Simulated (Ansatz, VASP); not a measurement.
**Two plane-wave programs on ZrO2**

```
CELL_PARAMETERS angstrom
0.00000 2.51927 2.51927
2.51927 0.00000 2.51927
2.51927 2.51927 0.00000
ATOMIC_POSITIONS crystal
Zr 0.00000 0.00000 0.00000
O 0.25000 0.25000 0.25000
O 0.75000 0.75000 0.75000
```

Change from the starting cell: hydrostatic strain -1.0%.

Alike in both runs: task single point; functional PBE; k mesh 8 × 8 × 8; occupations fermi-dirac, width 0.02 eV; no spin polarisation.

|  | VASP | Ansatz |
| --- | --- | --- |
| version | VASP 6.6.1 | Ansatz 0.2.0 |
| potentials or method | VASP PAW PBE potentials, release 64 (Zr_sv, O) | plane waves, PAW |
| plane-wave cutoff (eV) | 600 | 420 |
| valence electrons in the cell | 24 | 24 |

Ansatz gave:

- gap on the k mesh at the Fermi level (eV): 3.44
- pressure (GPa): 11.9

Problem. What did VASP give for the same quantities?

Solution. gap on the k mesh at the Fermi level (eV): 3.44; pressure (GPa): 12.0.
